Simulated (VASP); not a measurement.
# Cr (Im-3m) in VASP: a series of runs, part 2 of 2

VASP 6.6.1.

## Step 4: Single point, LDA

INCAR

```
ALGO = Normal ; EDIFF = 1E-6
ENCUT = 500 ; GGA = CA
GGA_COMPAT = F ; ISIF = 2
ISMEAR = 1 ; LASPH = T
LCHARG = T ; LELF = T
LREAL = F ; LVHAR = T
LWAVE = F ; NBANDS = 12
NELM = 120 ; PREC = Accurate
SIGMA = 1.0
```

KPOINTS

```
k-points
0
Gamma
  16 16 16
```

POSCAR

```
Cr
1.0
   -1.3942485114      1.3942485114      1.3942485114
    1.3942485114     -1.3942485114      1.3942485114
    1.3942485114      1.3942485114     -1.3942485114
Cr
1
Direct
    0.0000000000      0.0000000000      0.0000000000
```

Potentials or basis: VASP PAW LDA potentials, release 64 (Cr_pv).

Command:

```console
$ cat potpaw_LDA.64/Cr_pv/POTCAR > POTCAR
$ mpirun -np 1 vasp_std > vasp.out
```

OUTCAR:

```text
EDIFF = 1E-6
   ENCUT = 500
   GGA = CA
   ISIF = 2
   ISMEAR = 1
   LASPH = T
   LREAL = F
   NELM = 120
   PREC = Accurate

 ion  position               nearest neighbor table
   1  0.000  0.000  0.000-

  LATTYP: Found a body centered cubic cell.
 ALAT       =     2.7884970228

  Lattice vectors:

 A1 = (  -1.3942485114,   1.3942485114,   1.3942485114)
 A2 = (   1.3942485114,  -1.3942485114,   1.3942485114)
 A3 = (   1.3942485114,   1.3942485114,  -1.3942485114)

Analysis of symmetry for initial positions (statically):
=====================================================================
 Subroutine PRICEL returns:
 Original cell was already a primitive cell.

 Routine SETGRP: Setting up the symmetry group for a
 body centered cubic supercell.

 Subroutine GETGRP returns: Found 48 space group operations
 (whereof 48 operations were pure point group operations)
 out of a pool of 48 trial point group operations.

The static configuration has the point symmetry O_h .

Analysis of symmetry for dynamics (positions and initial velocities):
=====================================================================
 Subroutine PRICEL returns:
 Original cell was already a primitive cell.

 Routine SETGRP: Setting up the symmetry group for a
 body centered cubic supercell.

 Subroutine GETGRP returns: Found 48 space group operations
 (whereof 48 operations were pure point group operations)
 out of a pool of 48 trial point group operations.

The dynamic configuration has the point symmetry O_h .

 Subroutine INISYM returns: Found 48 space group operations
 (whereof 48 operations are pure point group operations),
 and found     1 'primitive' translations

----------------------------------------------------------------------------------------

                                     Primitive cell

  volume of cell :      10.8413

  direct lattice vectors                    reciprocal lattice vectors
    -1.394248511  1.394248511  1.394248511     0.000000000  0.358616126  0.358616126
     1.394248511 -1.394248511  1.394248511     0.358616126  0.000000000  0.358616126
     1.394248511  1.394248511 -1.394248511     0.358616126  0.358616126  0.000000000

  length of vectors
     2.414909260  2.414909260  2.414909260     0.507159789  0.507159789  0.507159789

  position of ions in fractional coordinates (direct lattice)
     0.000000000  0.000000000  0.000000000

  ion indices of the primitive-cell ions
   primitive index   ion index
                 1           1

----------------------------------------------------------------------------------------

 KPOINTS: k-points

Automatic generation of k-mesh.
 Grid dimensions read from file:
 generate k-points for:   16   16   16

 Generating k-lattice:

  Cartesian coordinates                     Fractional coordinates (reciprocal lattice)
     0.000000000  0.022413508  0.022413508     0.062500000  0.000000000  0.000000000
     0.022413508  0.000000000  0.022413508     0.000000000  0.062500000  0.000000000
     0.022413508  0.022413508  0.000000000     0.000000000  0.000000000  0.062500000

  Length of vectors
     0.031697487  0.031697487  0.031697487

  Shift w.r.t. Gamma in fractional coordinates (k-lattice)
     0.000000000  0.000000000  0.000000000

 Subroutine IBZKPT returns following result:
 ===========================================

 Found    145 irreducible k-points:

 Following reciprocal coordinates:
            Coordinates               Weight
  0.000000  0.000000  0.000000      1.000000
  0.062500  0.000000  0.000000     12.000000
  0.125000  0.000000  0.000000     12.000000
  0.187500  0.000000  0.000000     12.000000
  0.250000  0.000000  0.000000     12.000000
  0.312500  0.000000  0.000000     12.000000
[... 16 lines left out ...]
  0.187500  0.187500  0.000000     24.000000
  0.250000  0.187500  0.000000     48.000000
 [... further k-points ...]
   k-points           NKPTS =    145   k-points in BZ     NKDIM =    145   number of bands    NBANDS=     12
   number of dos      NEDOS =    301   number of ions     NIONS =      1
   total plane-waves  NPLWV =   5832
   dimension x,y,z NGX =    18 NGY =   18 NGZ =   18
   dimension x,y,z NGXF=    36 NGYF=   36 NGZF=   36
   ions per type =               1
   NGX,Y,Z   is equivalent  to a cutoff of  12.39, 12.39, 12.39 a.u.
   NGXF,Y,Z  is equivalent  to a cutoff of  24.78, 24.78, 24.78 a.u.
 SYSTEM =  unknown system
   PREC   = accura    normal or accurate (medium, high low for compatibility)
   ISTART =      0    job   : 0-new  1-cont  2-samecut
   ICHARG =      2    charge: 1-file 2-atom 10-const
   ISPIN  =      1    spin polarized calculation?
   LNONCOLLINEAR =      F non collinear calculations
   LSORBIT =      F    spin-orbit coupling
   LASPH  =      T    aspherical Exc in radial PAW
   ENCUT  =  500.0 eV  36.75 Ry    6.06 a.u.   4.40  4.40  4.40*2*pi/ulx,y,z
   NELM   =    120;   NELMIN=  2; NELMDL= -5     # of ELM steps
   EDIFF  = 0.1E-05   stopping-criterion for ELM
   LREAL  =      F    real-space projection
   EDIFFG = 0.1E-04   stopping-criterion for IOM
   NSW    =      0    number of steps for IOM
   IBRION =     -1    ionic relax: 0-MD 1-quasi-New 2-CG
   NFREE  =      0    steps in history (QN), initial steepest desc. (CG)
   ISIF   =      2    stress and relaxation
   ISYM   =      2    0-nonsym 1-usesym 2-fastsym
   POTIM  = 0.5000    time-step for ionic-motion
   TEBEG  =    0.0;   TEEND  =   0.0 temperature during run
   PSTRESS=    0.0 pullay stress
   NELECT =      12.0000    total number of electrons
   NUPDOWN=      -1.0000    fix difference up-down
   EMIN   =  10.00;   EMAX   =-10.00  energy-range for DOS
   EFERMI =   0.00;   METHOD = LEGACY
   ISMEAR =     1;   SIGMA  =   1.00  broadening in eV -4-tet -1-fermi 0-gaus
   EFERMI_NEDOS =   21; number of points for ismear=-14 and -15
   IALGO  =     38    algorithm
   IMIX   =      4    mixing-type and parameters
     AMIX     =   0.40;   BMIX     =  1.00
     AMIX_MAG =   1.60;   BMIX_MAG =  1.00
  volume/ion in A,a.u.               =      10.84        73.16
  Fermi-wavevector in a.u.,A,eV,Ry     =   1.693460  3.200176 39.018901  2.867808
  Thomas-Fermi vector in A             =   2.774862
   LORBIT       =      0    0 simple, 1 ext, 2 COOP (PROOUT), +10 PAW based schemes
   GGA     = CA    functional components
   LHFCALC =     F    Hartree Fock is set to
   AEXX    =    0.0000 exact exchange contribution
   IVDW    =     0    specifies the selected vdW correction
   LEPSILON=     F    determine dielectric tensor
   LRPA    =     F    only Hartree local field effects (RPA)
 non-spin polarized calculation
 Methfessel and Paxton  Order N= 1 SIGMA  =   1.00
  energy-cutoff  :      500.00
  volume of cell :       10.84
 maximum number of plane-waves:       285
 NGX is ok and might be reduce to    18
   NGX =  9   NGY =  9   NGZ =  9

 number of electron      12.0000011 magnetization

 Free energy of the ion-electron system (eV)
  ---------------------------------------------------
  ext. energy  EPLUGINS =         0.00000000
  ---------------------------------------------------
  free energy    TOTEN  =       -10.58283346 eV

  energy without entropy =      -10.72404595  energy(sigma->0) =      -10.62990429

 E-fermi :  11.6777     XC(G=0): -14.3781

 val. band max:       11.6524939224   @ k =   0.3750   0.0625   0.0000
 cond. band min:      11.6776913458   @ k =  -0.1875   0.1875   0.1250
 fundamental gap:      0.0251974235
 Fermi energy:        11.6776898179

 k-point     1 :       0.0000    0.0000    0.0000
  band No.  band energies     occupation
      1     -30.5294      2.00000
      2     -30.5294      2.00000
      3     -30.5294      2.00000
      4       3.7258      2.00000
      5      10.7141      2.04186
      6      10.7141      2.04186
      7      10.7141      2.04186
      8      12.8881     -0.07085
      9      12.8881     -0.07085
     10      17.0993     -0.00000
     11      34.5547      0.00000
     12      34.5547      0.00000

 k-point     2 :       0.0625    0.0000    0.0000
  band No.  band energies     occupation
      1     -30.5760      2.00000
      2     -30.5435      2.00000
      3     -30.5300      2.00000
      4       3.9080      2.00000
      5      10.6407      2.05710
      6      10.7021      2.04482
      7      10.8418      1.99733
      8      12.8053     -0.06761
      9      12.8931     -0.07089
     10      17.0990     -0.00000
     11      34.2098      0.00000
     12      34.5222      0.00000
[... 316 lines left out ...]
 k-point    24 :       0.2500    0.1875    0.0000
  band No.  band energies     occupation
      1     -31.4284      2.00000
      2     -30.8930      2.00000
      3     -30.6267      2.00000
      4       7.8006      2.00000
      5       9.2898      2.00377
      6      10.0083      2.03980
      7      12.5412     -0.00912
      8      13.3911     -0.03593
      9      15.2644     -0.00000
     10      17.0986     -0.00000
     11      26.2829     -0.00000
     12      27.9162     -0.00000

 [... further k-points ...]
[... 5 lines left out ...]
  --------------------------------------------------------------------------------------
  -------------------------------------------------------------------------------------
  Total       -0.1510593     -0.1510593     -0.1510593     -0.0000000      0.0000000     -0.0000000
  in kB      -22.3242822    -22.3242822    -22.3242822     -0.0000000      0.0000000     -0.0000000
  external PRESSURE =     -22.3242822 kB  Pullay stress =       0.0000000 kB

 VOLUME and BASIS-vectors are now :
 -----------------------------------------------------------------------------
  energy-cutoff  :      500.00
  volume of cell :       10.84
      direct lattice vectors                 reciprocal lattice vectors
    -1.394248511  1.394248511  1.394248511     0.000000000  0.358616126  0.358616126
     1.394248511 -1.394248511  1.394248511     0.358616126  0.000000000  0.358616126
     1.394248511  1.394248511 -1.394248511     0.358616126  0.358616126  0.000000000

 POSITION                                       TOTAL-FORCE (eV/Angst)
 -----------------------------------------------------------------------------------
      0.00000      0.00000      0.00000        -0.000000      0.000000     -0.000000
 -----------------------------------------------------------------------------------
    total drift:                                0.000000     -0.000000      0.000000

  FREE ENERGIE OF THE ION-ELECTRON SYSTEM (eV)
  ---------------------------------------------------
  free  energy   TOTEN  =       -10.5828334579 eV

  energy  without entropy=      -10.7240459536  energy(sigma->0) =      -10.62990429
```

OSZICAR:

```text
N       E                     dE             d eps       ncg     rms          rms(c)
DAV:   1     0.762276471912E+02    0.76228E+02   -0.68961E+03  3504   0.117E+03
DAV:   2    -0.111563997789E+02   -0.87384E+02   -0.84027E+02  3556   0.292E+02
DAV:   3    -0.122598874355E+02   -0.11035E+01   -0.10993E+01  3776   0.396E+01
DAV:   4    -0.122652507646E+02   -0.53633E-02   -0.53632E-02  3740   0.277E+00
DAV:   5    -0.122653133757E+02   -0.62611E-04   -0.62610E-04  3740   0.274E-01    0.119E+01
DAV:   6    -0.106240861080E+02    0.16412E+01   -0.41653E+00  3628   0.351E+01    0.154E+00
DAV:   7    -0.105973626235E+02    0.26723E-01   -0.49666E-02  3544   0.307E+00    0.830E-01
DAV:   8    -0.105828213464E+02    0.14541E-01   -0.36763E-03  3776   0.987E-01    0.886E-02
DAV:   9    -0.105828285885E+02   -0.72421E-05   -0.39228E-04  3512   0.315E-01    0.157E-02
DAV:  10    -0.105828332552E+02   -0.46667E-05   -0.77240E-06  3840   0.488E-02    0.495E-03
DAV:  11    -0.105828334579E+02   -0.20274E-06   -0.26743E-07  1936   0.696E-03
   1 F= -.10582833E+02 E0= -.10629904E+02  d E =0.141212E+00
```

It took 32 s on 1 thread of AMD EPYC 7R13, shared host; peak memory 0.1 GiB.

What came out:

```
Free energy            : -10.5828 eV
Pressure               : -2.2 GPa
Band gap on the k mesh : zero (bands 6 and 7 overlap by 3.70 eV)
```

Levels at points of the mesh, in eV from the Fermi level:
```
           k point  band 2  band 3  band 4  band 5  band 6  band 7  band 8  band 9  band 10  band 11
(0.00, 0.00, 0.00)  -42.21  -42.21   -7.95   -0.96   -0.96   -0.96    1.21    1.21     5.42    22.88
(0.50, 0.00, 0.00)  -42.56  -42.22   -4.72   -2.66    1.25    1.44    1.59    3.17     5.42    10.78
(0.50, 0.50, 0.50)  -42.99  -42.99   -4.72   -4.72    2.74    2.74    2.74    5.42    11.26    11.26
```

Caveat: so wide a smearing shifts energies and pressures; an empty level that is flat over the whole mesh can mark a ghost state of the potentials, or a narrow d or f band; the run has no spin polarisation, though such a crystal can be magnetic.

## Step 5: Summary

```csv
smearing,gap on the mesh (eV),pressure (GPa)
methfessel-paxton 0.1 eV,none,-0.1
methfessel-paxton 0.6 eV,none,-0.6
methfessel-paxton 1 eV,none,-2.2
```

Alike in all rows: task single point; level LDA; potentials or basis VASP PAW LDA potentials, release 64 (Cr_pv); no spin polarisation; cell as given; k mesh 16 × 16 × 16; cutoff (eV) 500.

Caveats: an empty level that is flat over the whole mesh can mark a ghost state of the potentials, or a narrow d or f band; the run has no spin polarisation, though such a crystal can be magnetic; so wide a smearing shifts energies and pressures (at least some runs).

Absolute energies hang on the potentials; compare differences alone.
